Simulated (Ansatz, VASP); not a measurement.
## C: VASP beside Ansatz

```xyz
6
Lattice="2.5760 0.0000 0.0138 0.0000 2.4263 0.0000 -0.0361 0.0000 6.2643" Properties=species:S:1:pos:R:3 pbc="T T T"
C     1.2673    0.6066    3.6309
C     2.5737    1.8197    0.3724
C     1.2726    1.8197    2.6471
C    -0.0338    0.6066    5.9056
C     2.5650    1.8197    1.8461
C    -0.0251    0.6066    4.4320
```

Change from the starting cell: the structure that the rattled cell fell into.

Alike in both runs: functional PBE; k mesh 6 × 8 × 4; occupations gaussian, width 0.1 eV; no spin polarisation.

Ansatz relaxed the structure, and its values are those at the end. VASP's run is a single point on that final structure, the one shown.

```csv
,VASP,Ansatz
version,VASP 6.6.1,Ansatz 0.2.0
potentials or method,"VASP PAW PBE potentials, release 64 (C), cutoff 520 eV","scalar-relativistic, plane waves, PAW"
valence electrons in the cell,24,24
```

|  | VASP | Ansatz | Ansatz less VASP |
| --- | --- | --- | --- |
| gap on the k mesh at the Fermi level (eV) | none | none | - |
| pressure (GPa) | 0.7 | 0.1 | -0.58 |
| rms of the force components (eV/Å) | 0.011 | 0.011 | -0.0001 |

A gap of «none» marks a metal or a gap that the smearing closes. With one functional, cell and mesh, what is left measures potentials, basis and numerics.

The k mesh is coarse, so the values compare programs but aren't converged.
